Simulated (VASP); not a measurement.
# ScAl (Pm-3m) in VASP: single point with PBEsol

Aim: the single point of ScAl with PBEsol.

Everything below comes from runs of VASP 6.6.1. Logs are shortened: lines on timing, memory, paths and dates and some standing lists are left out, and cuts for length are marked.

### Step 1. The cell of the first run

The structure is cubic, space group Pm-3m (No. 221). Conventional cell: a = 3.345 Å, b = 3.345 Å, c = 3.345 Å, α = 90.00°, β = 90.00°, γ = 90.00°. Within 3.8 Å of Sc (site symmetry m-3m) lie 8 Al at 2.90 Å and 6 Sc at 3.34 Å. Al (site symmetry m-3m) has 8 Sc at 2.90 Å and 6 Al at 3.34 Å within 3.8 Å.

### Step 2. Single point, PBEsol

INCAR reads:

```
SYSTEM = ScAl
  ALGO = Normal
  EDIFF = 1E-6
  ENCUT = 520
  GGA = PS
  ISIF = 2
  ISMEAR = -1
  LASPH = .TRUE.
  LCHARG = .FALSE.
  LREAL = .FALSE.
  LWAVE = .FALSE.
  NBANDS = 14
  NELM = 80
  PREC = Accurate
  SIGMA = 0.05
```

KPOINTS reads:

```
k-points
0
G
  12 12 12
  0 0 0
```

POSCAR reads:

```
ScAl
1.0
    3.3446046979      0.0000000000      0.0000000000
    0.0000000000      3.3446046979      0.0000000000
    0.0000000000      0.0000000000      3.3446046979
Sc Al
1 1
Direct
    0.5000000000      0.5000000000      0.5000000000
    0.0000000000      0.0000000000      0.0000000000
```

Potentials or basis: VASP PAW PBE potentials, release 64 (Sc_sv, Al).

Launch:

```
cat potpaw_PBE.64/Sc_sv/POTCAR potpaw_PBE.64/Al/POTCAR > POTCAR
mpirun -np 1 vasp_std > vasp.out
```

OUTCAR:

```text
SYSTEM = ScAl
   EDIFF = 1E-6
   ENCUT = 520
   GGA = PS
   ISIF = 2
   ISMEAR = -1
   LASPH = .TRUE.
   LREAL = .FALSE.
   NELM = 80
   PREC = Accurate

 ion  position               nearest neighbor table
   1  0.500  0.500  0.500-   2 2.90   2 2.90   2 2.90   2 2.90   2 2.90   2 2.90   2 2.90   2 2.90

   2  0.000  0.000  0.000-   1 2.90   1 2.90   1 2.90   1 2.90   1 2.90   1 2.90   1 2.90   1 2.90

  LATTYP: Found a simple cubic cell.
 ALAT       =     3.3446046979

  Lattice vectors:

 A1 = (   3.3446046979,   0.0000000000,   0.0000000000)
 A2 = (   0.0000000000,   3.3446046979,   0.0000000000)
 A3 = (   0.0000000000,   0.0000000000,   3.3446046979)

Analysis of symmetry for initial positions (statically):
=====================================================================
 Subroutine PRICEL returns:
 Original cell was already a primitive cell.

 Routine SETGRP: Setting up the symmetry group for a
 simple cubic supercell.

 Subroutine GETGRP returns: Found 48 space group operations
 (whereof 48 operations were pure point group operations)
 out of a pool of 48 trial point group operations.

The static configuration has the point symmetry O_h .

Analysis of symmetry for dynamics (positions and initial velocities):
=====================================================================
 Subroutine PRICEL returns:
 Original cell was already a primitive cell.

 Routine SETGRP: Setting up the symmetry group for a
 simple cubic supercell.

 Subroutine GETGRP returns: Found 48 space group operations
 (whereof 48 operations were pure point group operations)
 out of a pool of 48 trial point group operations.

The dynamic configuration has the point symmetry O_h .

 Subroutine INISYM returns: Found 48 space group operations
 (whereof 48 operations are pure point group operations),
 and found     1 'primitive' translations

----------------------------------------------------------------------------------------

                                     Primitive cell

  volume of cell :      37.4140

  direct lattice vectors                    reciprocal lattice vectors
     3.344604698  0.000000000  0.000000000     0.298988996  0.000000000  0.000000000
     0.000000000  3.344604698  0.000000000     0.000000000  0.298988996  0.000000000
     0.000000000  0.000000000  3.344604698     0.000000000  0.000000000  0.298988996

  length of vectors
     3.344604698  3.344604698  3.344604698     0.298988996  0.298988996  0.298988996

  position of ions in fractional coordinates (direct lattice)
     0.500000000  0.500000000  0.500000000
     0.000000000  0.000000000  0.000000000

  ion indices of the primitive-cell ions
   primitive index   ion index
                 1           1
                 2           2

----------------------------------------------------------------------------------------

 KPOINTS: k-points

Automatic generation of k-mesh.
 Grid dimensions read from file:
 generate k-points for:   12   12   12

 Generating k-lattice:

  Cartesian coordinates                     Fractional coordinates (reciprocal lattice)
     0.024915750  0.000000000  0.000000000     0.083333333  0.000000000  0.000000000
     0.000000000  0.024915750  0.000000000     0.000000000  0.083333333  0.000000000
     0.000000000  0.000000000  0.024915750     0.000000000  0.000000000  0.083333333

  Length of vectors
     0.024915750  0.024915750  0.024915750

  Shift w.r.t. Gamma in fractional coordinates (k-lattice)
     0.000000000  0.000000000  0.000000000

 Subroutine IBZKPT returns following result:
 ===========================================

 Found     84 irreducible k-points:

 Following reciprocal coordinates:
            Coordinates               Weight
  0.000000  0.000000  0.000000      1.000000
  0.083333  0.000000  0.000000      6.000000
  0.166667  0.000000  0.000000      6.000000
  0.250000  0.000000  0.000000      6.000000
  0.333333  0.000000  0.000000      6.000000
  0.416667  0.000000  0.000000      6.000000
[... 16 lines left out ...]
  0.333333  0.333333  0.000000     12.000000
  0.416667  0.333333  0.000000     24.000000
 [... further k-points ...]
   k-points           NKPTS =     84   k-points in BZ     NKDIM =     84   number of bands    NBANDS=     14
   number of dos      NEDOS =    301   number of ions     NIONS =      2
   total plane-waves  NPLWV =  21952
   dimension x,y,z NGX =    28 NGY =   28 NGZ =   28
   dimension x,y,z NGXF=    56 NGYF=   56 NGZF=   56
   ions per type =               1   1
   NGX,Y,Z   is equivalent  to a cutoff of  13.92, 13.92, 13.92 a.u.
   NGXF,Y,Z  is equivalent  to a cutoff of  27.84, 27.84, 27.84 a.u.
 SYSTEM =  ScAl
   PREC   = accura    normal or accurate (medium, high low for compatibility)
   ISTART =      0    job   : 0-new  1-cont  2-samecut
   ICHARG =      2    charge: 1-file 2-atom 10-const
   ISPIN  =      1    spin polarized calculation?
   LNONCOLLINEAR =      F non collinear calculations
   LSORBIT =      F    spin-orbit coupling
   LASPH  =      T    aspherical Exc in radial PAW
   ENCUT  =  520.0 eV  38.22 Ry    6.18 a.u.   6.22  6.22  6.22*2*pi/ulx,y,z
   NELM   =     80;   NELMIN=  2; NELMDL= -5     # of ELM steps
   EDIFF  = 0.1E-05   stopping-criterion for ELM
   LREAL  =      F    real-space projection
   EDIFFG = 0.1E-04   stopping-criterion for IOM
   NSW    =      0    number of steps for IOM
   IBRION =     -1    ionic relax: 0-MD 1-quasi-New 2-CG
   NFREE  =      0    steps in history (QN), initial steepest desc. (CG)
   ISIF   =      2    stress and relaxation
   ISYM   =      2    0-nonsym 1-usesym 2-fastsym
   POTIM  = 0.5000    time-step for ionic-motion
   TEBEG  =    0.0;   TEEND  =   0.0 temperature during run
   PSTRESS=    0.0 pullay stress
   NELECT =      14.0000    total number of electrons
   NUPDOWN=      -1.0000    fix difference up-down
   EMIN   =  10.00;   EMAX   =-10.00  energy-range for DOS
   EFERMI =   0.00;   METHOD = LEGACY
   ISMEAR =    -1;   SIGMA  =   0.05  broadening in eV -4-tet -1-fermi 0-gaus
   EFERMI_NEDOS =   21; number of points for ismear=-14 and -15
   IALGO  =     38    algorithm
   IMIX   =      4    mixing-type and parameters
     AMIX     =   0.40;   BMIX     =  1.00
     AMIX_MAG =   1.60;   BMIX_MAG =  1.00
  volume/ion in A,a.u.               =      18.71       126.24
  Fermi-wavevector in a.u.,A,eV,Ry     =   1.179703  2.229316 18.935219  1.391699
  Thomas-Fermi vector in A             =   2.316009
   LORBIT       =      0    0 simple, 1 ext, 2 COOP (PROOUT), +10 PAW based schemes
   GGA     = PS    functional components
   LHFCALC =     F    Hartree Fock is set to
   AEXX    =    0.0000 exact exchange contribution
   IVDW    =     0    specifies the selected vdW correction
   LEPSILON=     F    determine dielectric tensor
   LRPA    =     F    only Hartree local field effects (RPA)
 non-spin polarized calculation
  energy-cutoff  :      520.00
  volume of cell :       37.41
 maximum number of plane-waves:      1024
 NGX is ok and might be reduce to    28
   NGX = 13   NGY = 13   NGZ = 13

 number of electron      14.0000002 magnetization

 Free energy of the ion-electron system (eV)
  ---------------------------------------------------
  ext. energy  EPLUGINS =         0.00000000
  ---------------------------------------------------
  free energy    TOTEN  =       -11.62634188 eV

  energy without entropy =      -11.62006507  energy(sigma->0) =      -11.62320348

 E-fermi :   6.1352     XC(G=0): -10.5007

 val. band max:        6.1131265535   @ k =   0.3333   0.0000   0.0000
 cond. band min:       6.2056313547   @ k =   0.5000   0.1667   0.0000
 fundamental gap:      0.0925048012
 Fermi energy:         6.1352201938

 k-point     1 :       0.0000    0.0000    0.0000
  band No.  band energies     occupation
      1     -43.0090      2.00000
      2     -21.6847      2.00000
      3     -21.6847      2.00000
      4     -21.6847      2.00000
      5      -2.3971      2.00000
      6       5.4381      2.00000
      7       5.4381      2.00000
      8       8.9288      0.00000
      9       8.9288      0.00000
     10       8.9288      0.00000
     11       9.9864      0.00000
     12       9.9864      0.00000
     13       9.9864      0.00000
     14      14.9029      0.00000

 k-point     2 :       0.0833    0.0000    0.0000
  band No.  band energies     occupation
      1     -43.0079      2.00000
      2     -21.6982      2.00000
      3     -21.6835      2.00000
      4     -21.6835      2.00000
      5      -2.2954      2.00000
      6       5.3410      2.00000
      7       5.4900      2.00000
      8       8.5962      0.00000
      9       8.5962      0.00000
     10       8.9442      0.00000
     11       9.7015      0.00000
     12      10.3857      0.00000
     13      10.3857      0.00000
     14      14.7176      0.00000

 k-point     3 :       0.1667    0.0000    0.0000
  band No.  band energies     occupation
      1     -43.0048      2.00000
      2     -21.7350      2.00000
      3     -21.6802      2.00000
      4     -21.6802      2.00000
      5      -1.9947      2.00000
      6       4.9626      2.00000
      7       5.6387      1.99990
      8       8.0708      0.00000
      9       8.0708      0.00000
     10       8.9867      0.00000
     11       9.2889      0.00000
     12      11.1176      0.00000
     13      11.1176      0.00000
     14      14.2191      0.00000

 k-point     4 :       0.2500    0.0000    0.0000
  band No.  band energies     occupation
      1     -43.0006      2.00000
      2     -21.7849      2.00000
      3     -21.6757      2.00000
      4     -21.6757      2.00000
      5      -1.5078      2.00000
      6       4.2128      2.00000
      7       5.8614      1.99167
      8       7.6020      0.00000
      9       7.6020      0.00000
     10       9.0459      0.00000
     11       9.2373      0.00000
     12      11.9501      0.00000
     13      11.9501      0.00000
     14      13.5517      0.00000

 k-point     5 :       0.3333    0.0000    0.0000
  band No.  band energies     occupation
      1     -42.9964      2.00000
      2     -21.8342      2.00000
      3     -21.6712      2.00000
      4     -21.6712      2.00000
      5      -0.8573      2.00000
      6       3.2181      2.00000
      7       6.1131      1.21741
      8       7.2439      0.00000
      9       7.2439      0.00000
     10       9.1064      0.00000
     11       9.5290      0.00000
[... 276 lines left out ...]
 k-point    22 :       0.5000    0.2500    0.0000
  band No.  band energies     occupation
      1     -42.9842      2.00000
      2     -21.8680      2.00000
      3     -21.7606      2.00000
      4     -21.6580      2.00000
      5       0.8443      2.00000
      6       2.4600      2.00000
      7       5.5555      1.99998
      8       6.4928      0.00157
      9       7.2853      0.00000
     10       8.3242      0.00000
     11       9.9799      0.00000
     12      11.9876      0.00000
     13      12.2144      0.00000
     14      14.1286      0.00000

 k-point    23 :       0.3333    0.3333    0.0000
  band No.  band energies     occupation
      1     -42.9842      2.00000
      2     -21.8164      2.00000
      3     -21.8111      2.00000
      4     -21.6580      2.00000
      5       0.3377      2.00000
      6       3.9254      2.00000
      7       4.5334      2.00000
      8       6.6969      0.00003
      9       7.5968      0.00000
     10       7.9900      0.00000
     11       9.8328      0.00000
     12      10.9385      0.00000
     13      12.7711      0.00000
     14      13.7631      0.00000

 k-point    24 :       0.4167    0.3333    0.0000
  band No.  band energies     occupation
      1     -42.9813      2.00000
      2     -21.8480      2.00000
      3     -21.8087      2.00000
      4     -21.6548      2.00000
      5       0.8330      2.00000
      6       3.4141      2.00000
      7       4.7475      2.00000
      8       6.4199      0.00671
      9       7.5335      0.00000
     10       7.9697      0.00000
     11       9.8890      0.00000
     12      11.1986      0.00000
     13      12.1604      0.00000
     14      13.7226      0.00000

 [... further k-points ...]
[... 5 lines left out ...]
  --------------------------------------------------------------------------------------
  -------------------------------------------------------------------------------------
  Total        0.0305217      0.0305217      0.0305217     -0.0000000     -0.0000000     -0.0000000
  in kB        1.3070292      1.3070292      1.3070292     -0.0000000     -0.0000000     -0.0000000
  external PRESSURE =       1.3070292 kB  Pullay stress =       0.0000000 kB

 VOLUME and BASIS-vectors are now :
 -----------------------------------------------------------------------------
  energy-cutoff  :      520.00
  volume of cell :       37.41
      direct lattice vectors                 reciprocal lattice vectors
     3.344604698  0.000000000  0.000000000     0.298988996  0.000000000  0.000000000
     0.000000000  3.344604698  0.000000000     0.000000000  0.298988996  0.000000000
     0.000000000  0.000000000  3.344604698     0.000000000  0.000000000  0.298988996

 POSITION                                       TOTAL-FORCE (eV/Angst)
 -----------------------------------------------------------------------------------
      1.67230      1.67230      1.67230         0.000000      0.000000      0.000000
      0.00000      0.00000      0.00000         0.000000      0.000000      0.000000
 -----------------------------------------------------------------------------------
    total drift:                                0.000000      0.000000      0.000000

  FREE ENERGIE OF THE ION-ELECTRON SYSTEM (eV)
  ---------------------------------------------------
  free  energy   TOTEN  =       -11.6263418811 eV

  energy  without entropy=      -11.6200650709  energy(sigma->0) =      -11.62320348
```

It took 21 s on 1 thread of Intel Xeon 6975P-C (Granite Rapids), shared host; peak memory 0.18 GiB.

Results:

```yaml
Free_energy: -11.6263 eV
Pressure: 0.1 GPa
Band_gap_on_the_k_mesh: zero (band 7 reaches 6.48 eV, above the bottom of band 8 at 5.29 eV)
```

Caveat: the PAW data sets were made with another functional, which shifts forces and pressure a little.
